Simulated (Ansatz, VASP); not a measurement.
## One calculation of Cu, two programs

The input POSCAR:

```
Cu
1.0
    2.3820508696      0.0000000000      0.0000000000
   -1.1910254348      2.1945920917      0.0000000000
    0.0000000000      0.0000000000      4.1125710000
Cu
2
Direct
    0.3333333333      0.6666666667      0.2500000000
    0.6666666667      0.3333333333      0.7500000000
```

The input INCAR.step1:

```
SYSTEM = Cu
  ALGO = Normal
  EDIFF = 1E-4
  ENCUT = 520
  GGA = PE
  ISMEAR = 0
  LASPH = .TRUE.
  LCHARG = .FALSE.
  LREAL = .FALSE.
  LWAVE = .TRUE.
  NBANDS = 18
  NELM = 100
  PREC = Accurate
  SIGMA = 0.15
```

INCAR.step2

```
SYSTEM = Cu
  ALGO = Normal
  EDIFF = 1E-6
  ENCUT = 520
  ISIF = 2
  ISMEAR = 0
  ISTART = 1
  LASPH = .TRUE.
  LCHARG = .FALSE.
  LMIXTAU = .TRUE.
  LREAL = .FALSE.
  LWAVE = .FALSE.
  METAGGA = R2SCAN
  NBANDS = 18
  NELM = 100
  PREC = Accurate
  SIGMA = 0.15
```

KPOINTS

```
k-points
0
G
  24 24 12
  0 0 0
```

Input for Ansatz:

```yaml
crystal:
  lattice:
    - [2.3820508696, 0.0, 0.0]
    - [-1.1910254348, 2.1945920917, 0.0]
    - [0.0, 0.0, 4.112571]
  atoms:
    - { symbol: Cu, position: [0.3333333333, 0.6666666667, 0.25] }
    - { symbol: Cu, position: [0.6666666667, 0.3333333333, 0.75] }
basis:
  ecutwfc: 500
kpoints:
  mp_grid: { grid: [24, 24, 12] }
hamiltonian:
  xc: r2scan
scf:
  occupations: { method: gaussian, width: 0.15 }
output:
  forces: true
  stress: true
  eigenvalues: true
```

Change from the starting cell: strain -0.0600 x Voigt [1, 0, 0, 0, 0, 0], atoms carried along.

Alike in both runs: task single point; functional r2SCAN; k mesh 24 × 24 × 12; occupations gaussian, width 0.15 eV; no spin polarisation.

|  | VASP | Ansatz |
| --- | --- | --- |
| version | VASP 6.6.1 | Ansatz 0.2.0 |
| potentials or method | VASP PAW PBE potentials, release 64 (Cu), cutoff 520 eV | scalar-relativistic, plane waves, PAW |
| valence electrons in the cell | 22 | 38 |

```tsv
	VASP	Ansatz	Ansatz less VASP
gap on the k mesh at the Fermi level (eV)	none	none	-
pressure (GPa)	13.3	12.6	-0.73
traceless stress, the component that is largest in VASP (GPa)	7.86	7.91	+0.047
rms of the force components (eV/Å)	0.073	0.075	+0.0017
```

VASP's potentials were made for PBE, not for r2SCAN. Atom by atom the forces differ by 0.002 eV/Å (rms over components). A gap of «none» marks a metal or a gap that the smearing closes. With one functional, cell and mesh, what is left measures potentials, basis and numerics. VASP's potentials hold 22 valence electrons a cell and Ansatz's 38, so a difference there can come from the potentials and not from the codes.
